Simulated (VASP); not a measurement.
Write the native input for VASP 6.6.1 that does the following.

| Quantity | Value |
| --- | --- |
| Task | single point |
| Functional | LDA |
| Potentials or basis | VASP PAW LDA potentials, release 64 (Cd) |
| Cutoff | 520 eV |
| k mesh | 9 × 9 × 9 |
| Occupations | fermi-dirac, width 0.05 eV |
| Spin | no spin polarisation |
| Dipole correction | no |
| Further INCAR settings | ALGO = Normal; EDIFF = 1e-07; NBANDS = 19 |

The structure of Cd lies in POSCAR:

```
Cd
1.0
    0.0000000000      3.0681618156      3.0681618156
    3.0681618156      0.0000000000      3.0681618156
    3.0681618156      3.0681618156      0.0000000000
Cd
2
Direct
   -0.1250000000     -0.1250000000     -0.1250000000
    0.1250000000      0.1250000000      0.1250000000
```

This isn't the form of Cd at room conditions, which is hcp.

One way to write it, as run:

INCAR

```
SYSTEM = Cd
ALGO = Normal
EDIFF = 1E-7
ENCUT = 520
ISIF = 2
ISMEAR = -1
LASPH = .TRUE.
LCHARG = .FALSE.
LREAL = .FALSE.
LWAVE = .FALSE.
NBANDS = 19
NELM = 80
PREC = Accurate
SIGMA = 0.05
```

KPOINTS

```
k-points
0
G
  9 9 9
  0 0 0
```

Potentials or basis: VASP PAW LDA potentials, release 64 (Cd).

Run with:

```sh
$ cat potpaw_LDA.64/Cd/POTCAR > POTCAR
$ mpirun -np 1 vasp_std > vasp.out
```

Results of the run:

```yaml
Pressure: 3.7 GPa
Band_gap_on_the_k_mesh: zero (bands 12 and 13 overlap by 6.17 eV)
```

Caveat: the cell stands under pressure.

Run time: 29 s on 1 thread of Intel Xeon 8259CL, with other jobs on the host, peak memory 0.16 GiB.
